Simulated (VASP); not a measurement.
# VO2 (P4_2/mnm) in VASP: single point with LDA

Aim: the single point of VO2 with LDA.

Everything below comes from runs of VASP 6.6.1. Logs are shortened: lines on timing, memory, paths and dates and some standing lists are left out, and cuts for length are marked.

## Step 1: The cell of the first run

Symmetry: P4_2/mnm, No. 136, tetragonal system. Conventional cell: a = 4.513 Å, b = 4.513 Å, c = 2.742 Å, α = 90.00°, β = 90.00°, γ = 90.00°. Within 2.5 Å of V (site symmetry mmm) lie 6 O at 1.88 to 1.90 Å. O (site symmetry m2m) has 3 V at 1.88 to 1.90 Å and 11 O at 2.59 to 2.74 Å within 2.8 Å.

## Step 2: Single point, LDA, collinear spin, ferromagnetic start

INCAR reads:

```
PREC = Accurate
ENCUT = 600
EDIFF = 1E-6
ISMEAR = 0
SIGMA = 0.1
LREAL = False
LASPH = True
NELM = 200
ALGO = Normal
ISIF = 2
LWAVE = False
LCHARG = True
ISPIN = 2
MAGMOM = 0.5 0.5 0 0 0 0
LORBIT = 11
LMAXMIX = 4
LVHAR = True
NBANDS = 38
ISYM = 0
GGA_COMPAT = False
KPAR = 4
```

KPOINTS reads:

```
Automatic mesh
0
Gamma
  13 6 11
```

POSCAR reads:

```
VO2
1.0
    2.7417590380      0.0000000000      0.0000000000
    0.0000000000      6.3825592521      0.0000000000
    0.0000000000      3.1912796261      3.1912796261
V O
2 4
Direct
    0.0000000000      0.0000000000      0.0000000000
    0.5000000000      0.5000000000      0.0000000000
    0.0000000000      0.7025066211      0.5949867579
    0.5000000000      0.7974933789      0.0000000000
    0.0000000000      0.2974933789      0.4050132421
    0.5000000000      0.2025066211      0.0000000000
```

Potentials or basis: VASP PAW LDA potentials, release 64 (V_sv, O).

Started as:

```console
> cat potpaw_LDA.64/V_sv/POTCAR potpaw_LDA.64/O/POTCAR > POTCAR
> mpirun -np 4 vasp_std > vasp.out
```

OUTCAR:

```text
PREC = Accurate
   ENCUT = 600
   EDIFF = 1E-6
   ISMEAR = 0
   LREAL = False
   LASPH = True
   NELM = 200
   ISIF = 2
   ISPIN = 2
   LORBIT = 11
   ISYM = 0

 ion  position               nearest neighbor table
   1  0.000  0.000  0.000-   4 1.88   6 1.88   4 1.88   6 1.88   3 1.90   5 1.90
   2  0.500  0.500  0.000-   3 1.88   5 1.88   3 1.88   5 1.88   4 1.90   6 1.90
   3  0.000  0.703  0.595-   2 1.88   2 1.88   1 1.90
   4  0.500  0.797  0.000-   1 1.88   1 1.88   2 1.90
   5  0.000  0.297  0.405-   2 1.88   2 1.88   1 1.90
   6  0.500  0.203  0.000-   1 1.88   1 1.88   2 1.90

IMPORTANT INFORMATION: All symmetrisations will be switched off!
NOSYMM: (Re-)initialisation of all symmetry stuff for point group C_1.

----------------------------------------------------------------------------------------

                                     Primitive cell

  volume of cell :      55.8456

  direct lattice vectors                    reciprocal lattice vectors
     2.741759038  0.000000000  0.000000000     0.364729353  0.000000000  0.000000000
     0.000000000  6.382559252  0.000000000     0.000000000  0.156676963 -0.156676963
     0.000000000  3.191279626  3.191279626     0.000000000  0.000000000  0.313353926

  length of vectors
     2.741759038  6.382559252  4.513150929     0.364729353  0.221574686  0.313353926

  position of ions in fractional coordinates (direct lattice)
     0.000000000  0.000000000  0.000000000
     0.500000000  0.500000000  0.000000000
     0.000000000  0.702506621  0.594986758
     0.500000000  0.797493379  0.000000000
     0.000000000  0.297493379  0.405013242
     0.500000000  0.202506621  0.000000000

  ion indices of the primitive-cell ions
   primitive index   ion index
                 1           1
                 2           2
                 3           3
                 4           4
                 5           5
                 6           6

----------------------------------------------------------------------------------------

 KPOINTS: Automatic mesh

Automatic generation of k-mesh.
 Grid dimensions read from file:
 generate k-points for:   13    6   11

 Generating k-lattice:

  Cartesian coordinates                     Fractional coordinates (reciprocal lattice)
     0.028056104  0.000000000  0.000000000     0.076923077  0.000000000  0.000000000
     0.000000000  0.026112827 -0.026112827     0.000000000  0.166666667  0.000000000
     0.000000000  0.000000000  0.028486721     0.000000000  0.000000000  0.090909091

  Length of vectors
     0.028056104  0.036929114  0.028486721

  Shift w.r.t. Gamma in fractional coordinates (k-lattice)
[... 111 lines left out ...]
   NGX = 11   NGY = 25   NGZ = 19

 number of electron      49.9999994 magnetization       0.0160558

 Free energy of the ion-electron system (eV)
  ---------------------------------------------------
  ext. energy  EPLUGINS =         0.00000000
  ---------------------------------------------------
  free energy    TOTEN  =       -57.46237718 eV

  energy without entropy =      -57.43801874  energy(sigma->0) =      -57.45019796

 E-fermi :   6.8513     XC(G=0): -12.6677

 val. band max:        6.8511909063   @ k =   0.1538   0.3333   0.2727
 cond. band min:       6.8539754642   @ k =   0.1538   0.1667   0.1818
 fundamental gap:      0.0027845579
 Fermi energy:         6.8513163418

 spin component 1

 k-point     1 :       0.0000    0.0000    0.0000
  band No.  band energies     occupation
      1     -58.0493      1.00000
      2     -58.0361      1.00000
      3     -32.3728      1.00000
      4     -32.3726      1.00000
      5     -32.2899      1.00000
      6     -32.2653      1.00000
[... 949 lines left out ...]
     36      18.1824      0.00000
     37      20.0307      0.00000

 [... further k-points ...]

 spin component 2

 k-point     1 :       0.0000    0.0000    0.0000
  band No.  band energies     occupation
      1     -58.0421      1.00000
      2     -58.0287      1.00000
      3     -32.3665      1.00000
      4     -32.3657      1.00000
      5     -32.2828      1.00000
      6     -32.2583      1.00000
[... 949 lines left out ...]
     36      18.1832      0.00000
     37      20.0324      0.00000

 [... further k-points ...]

 [bands above 37 left out]

------------------------ aborting loop because EDIFF is reached ----------------------------------------

  FORCE on cell =-STRESS in cart. coord.  units (eV):
  Direction    XX          YY          ZZ          XY          YZ          ZX
  --------------------------------------------------------------------------------------
  -------------------------------------------------------------------------------------
  Total       -0.5263368      0.4558277      0.4450234      0.0000000      0.0032575     -0.0000001
  in kB      -15.1002920     13.0774276     12.7674579      0.0000008      0.0934546     -0.0000034
  external PRESSURE =       3.5815312 kB  Pullay stress =       0.0000000 kB

 VOLUME and BASIS-vectors are now :
 -----------------------------------------------------------------------------
  energy-cutoff  :      600.00
  volume of cell :       55.85
      direct lattice vectors                 reciprocal lattice vectors
     2.741759038  0.000000000  0.000000000     0.364729353  0.000000000  0.000000000
     0.000000000  6.382559252  0.000000000     0.000000000  0.156676963 -0.156676963
     0.000000000  3.191279626  3.191279626     0.000000000  0.000000000  0.313353926

 POSITION                                       TOTAL-FORCE (eV/Angst)
 -----------------------------------------------------------------------------------
      0.00000      0.00000      0.00000         0.000000     -0.000000     -0.000000
      1.37088      3.19128      0.00000         0.000000      0.000000      0.000000
      0.00000      6.38256      1.89877         0.000000     -0.000001     -0.022146
      1.37088      5.09005      0.00000        -0.000000     -0.019941      0.001106
      0.00000      3.19128      1.29251        -0.000000      0.000001      0.022145
      1.37088      1.29251      0.00000         0.000000      0.019941     -0.001106
 -----------------------------------------------------------------------------------
    total drift:                                0.000000     -0.000000      0.000000

  FREE ENERGIE OF THE ION-ELECTRON SYSTEM (eV)
  ---------------------------------------------------
  free  energy   TOTEN  =       -57.4623771845 eV

  energy  without entropy=      -57.4380187413  energy(sigma->0) =      -57.45019796

 total charge

# of ion       s       p       d       tot
------------------------------------------
    1        2.310   6.389   3.034  11.733
    2        2.310   6.389   3.034  11.733
    3        1.561   3.480   0.000   5.041
    4        1.561   3.480   0.000   5.041
    5        1.561   3.480   0.000   5.041
    6        1.561   3.480   0.000   5.041
--------------------------------------------------
tot         10.863  26.698   6.069  43.630

 magnetization (x)

# of ion       s       p       d       tot
------------------------------------------
    1        0.000   0.000   0.008   0.008
    2        0.000   0.000   0.006   0.007
    3       -0.000  -0.000   0.000  -0.000
    4       -0.000  -0.000   0.000  -0.000
    5       -0.000  -0.000   0.000  -0.000
    6       -0.000  -0.000   0.000  -0.000
--------------------------------------------------
tot          0.000  -0.000   0.015   0.015
```

OSZICAR:

```text
N       E                     dE             d eps       ncg     rms          rms(c)
DAV:   1     0.662520556312E+03    0.66252E+03   -0.28943E+04 65376   0.160E+03
DAV:   2    -0.218077682983E+02   -0.68433E+03   -0.63761E+03 68512   0.492E+02
DAV:   3    -0.729277464237E+02   -0.51120E+02   -0.50305E+02 73810   0.146E+02
[... 15 lines left out ...]
DAV:  19    -0.574623573220E+02   -0.59482E-05   -0.48238E-06 63958   0.229E-02    0.149E-02
DAV:  20    -0.574623675574E+02   -0.10235E-04   -0.20693E-05 74634   0.488E-02    0.707E-03
DAV:  21    -0.574623758528E+02   -0.82954E-05   -0.50394E-05 73554   0.760E-02    0.509E-03
DAV:  22    -0.574623770384E+02   -0.11856E-05   -0.87351E-06 70040   0.189E-02    0.931E-03
DAV:  23    -0.574623771845E+02   -0.14614E-06   -0.86868E-08 34768   0.252E-03
   1 F= -.57462377E+02 E0= -.57450198E+02  d E =-.243584E-01  mag=     0.0138
```

It took 7 min on 4 MPI ranks of Intel Xeon 6975P-C (Granite Rapids), shared host; peak memory 1.3 GiB.

Results:

```yaml
Free_energy: -57.4624 eV
Pressure: 0.4 GPa
Largest_force: 0.022 eV/Å
Band_gap_on_the_k_mesh: zero (filled and empty bands overlap)
Net_moment: 0.02 μB per cell
Valence_electrons_inside_the_program's_atomic_spheres: V 11.73; O 5.04
```

Forces in eV/Å, atoms in the order of the input:
```
V    0.000  0.000  0.000
V    0.000  0.000  0.000
O    0.000  0.000 -0.022
O    0.000 -0.020  0.001
O    0.000  0.000  0.022
O    0.000  0.020 -0.001
```

Levels at points of the mesh, in eV from the Fermi level:
Spin up:
```tsv
k point	band 23	band 24	band 25	band 26	band 27	band 28
(0.00, 0.00, 0.00)	-2.25	-1.75	-0.73	-0.71	0.11	0.11
(0.00, 0.50, 0.00)	-2.54	-2.54	-0.03	-0.03	0.77	0.77
```
Spin down:
| k point | band 21 | band 22 | band 23 | band 24 | band 25 | band 26 | band 27 | band 28 | band 29 | band 30 |
| --- | --- | --- | --- | --- | --- | --- | --- | --- | --- | --- |
| (0.00, 0.00, 0.00) | -2.28 | -2.28 | -2.25 | -1.75 | -0.72 | -0.70 | 0.11 | 0.11 | 0.12 | 2.34 |
| (0.00, 0.50, 0.00) | -3.35 | -3.35 | -2.54 | -2.54 | -0.03 | -0.02 | 0.77 | 0.77 | 1.45 | 1.45 |

Caveat: semilocal functionals often make such compounds metallic where correlation or magnetic order opens a gap, which also shifts bond lengths. With open d or f shells a metallic result of LDA can be an artefact of self-interaction; +U or a hybrid may open a gap.
